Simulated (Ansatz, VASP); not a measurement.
# One calculation of TiO2, two programs

```
CELL_PARAMETERS angstrom
4.59125 0.00000 0.00000
0.00000 4.59125 0.00000
0.00000 0.00000 2.93903
ATOMIC_POSITIONS crystal
Ti 0.00000 0.00000 0.00000
Ti 0.50000 0.50000 0.50000
O 0.30444 0.30444 0.00000
O 0.80444 0.19556 0.50000
O 0.19556 0.80444 0.50000
O 0.69556 0.69556 0.00000
```

Alike in both runs: task relaxation of the atoms; functional PBEsol; k mesh 6 × 6 × 10; occupations gaussian, width 0.05 eV; no spin polarisation.

```csv
,VASP,Ansatz
version,VASP 6.6.1,Ansatz 0.2.0
potentials or method,"VASP PAW PBE potentials, release 64 (Ti_sv, O), cutoff 520 eV","scalar-relativistic, plane waves, PAW"
valence electrons in the cell,48,48
```

Ansatz gave:

- gap on the k mesh at the Fermi level, each at its own relaxed structure (eV): 1.87

Q: Estimate VASP's values.

A: gap on the k mesh at the Fermi level, each at its own relaxed structure (eV): 1.83.

VASP's potentials were made for PBE, not for PBEsol. Ansatz's warnings: stress scf threshold loose.
